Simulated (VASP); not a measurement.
Write the native input for VASP 6.6.1 that does the following.

- Task: single point
- Functional: r2SCAN
- Potentials or basis: VASP PAW PBE potentials, release 64 (I, Sc_sv)
- Cutoff: 550 eV
- k mesh: 8 × 8 × 8
- Occupations: fermi-dirac, width 0.0609 eV
- Spin: no spin polarisation
- Dipole correction: no
- Further INCAR settings: ALGO = Normal; EDIFF = 1e-06; NBANDS = 16

ScI:

```
I Sc
1.0
     4.02149    0.00000    0.00000
     0.00000    4.02149    0.00000
     0.00000    0.00000    4.02149
I Sc
1 1
Direct
  0.50000 0.50000 0.50000
  0.00000 0.00000 0.00000
```

One way to write it, as run:

POSCAR

```
ScI
1.0
    4.0214890000      0.0000000000      0.0000000000
    0.0000000000      4.0214890000      0.0000000000
    0.0000000000      0.0000000000      4.0214890000
I Sc
1 1
Direct
    0.5000000000      0.5000000000      0.5000000000
    0.0000000000      0.0000000000      0.0000000000
```

INCAR.step1

```
PREC     = Accurate       # precision mode
ENCUT    = 550            # plane-wave cutoff, eV
ISMEAR   = -1             # smearing method
SIGMA    = 0.0609         # smearing width, eV
LREAL    = False          # projectors in reciprocal space
LASPH    = True           # aspherical terms in the spheres
NELM     = 120            # most SCF steps
NBANDS   = 16             # bands
GGA      = PE             # functional
ALGO     = Normal         # electronic algorithm
EDIFF    = 1E-5           # SCF threshold, eV
LWAVE    = True           # write WAVECAR
LCHARG   = False          # write CHGCAR
GGA_COMPAT= False
```

INCAR.step2

```
PREC     = Accurate       # precision mode
ENCUT    = 550            # plane-wave cutoff, eV
EDIFF    = 1E-6           # SCF threshold, eV
ISMEAR   = -1             # smearing method
SIGMA    = 0.0609         # smearing width, eV
LREAL    = False          # projectors in reciprocal space
LASPH    = True           # aspherical terms in the spheres
NELM     = 120            # most SCF steps
ALGO     = Normal         # electronic algorithm
ISIF     = 2              # what is computed and relaxed
LWAVE    = False          # write WAVECAR
LCHARG   = True           # write CHGCAR
METAGGA  = R2SCAN         # meta-GGA
LMIXTAU  = True         
LELF     = True           # ELF
LVHAR    = True         
NBANDS   = 16             # bands
ISTART   = 1            
GGA_COMPAT= False
```

KPOINTS

```
Automatic mesh
0
Gamma
  8 8 8
```

Potentials or basis: VASP PAW PBE potentials, release 64 (I, Sc_sv).

Command:

```sh
$ cat potpaw_PBE.64/I/POTCAR potpaw_PBE.64/Sc_sv/POTCAR > POTCAR
$ cp INCAR.step1 INCAR
$ mpirun -np 1 vasp_std > vasp.out
$ cp INCAR.step2 INCAR
$ mpirun -np 1 vasp_std > vasp.out
```

It gave:

- Pressure: -8.3 GPa
- Band gap on the k mesh: zero (bands 9 and 10 overlap by 1.65 eV)

Caveat: the cell stands under tension; the PAW data sets were made with another functional, which shifts forces and pressure a little; spin-orbit coupling is left out, which moves the levels of the heavy elements.

Wall time 2.6 min on 1 thread of Intel Xeon 8259CL (shared host), peak memory 0.21 GiB.
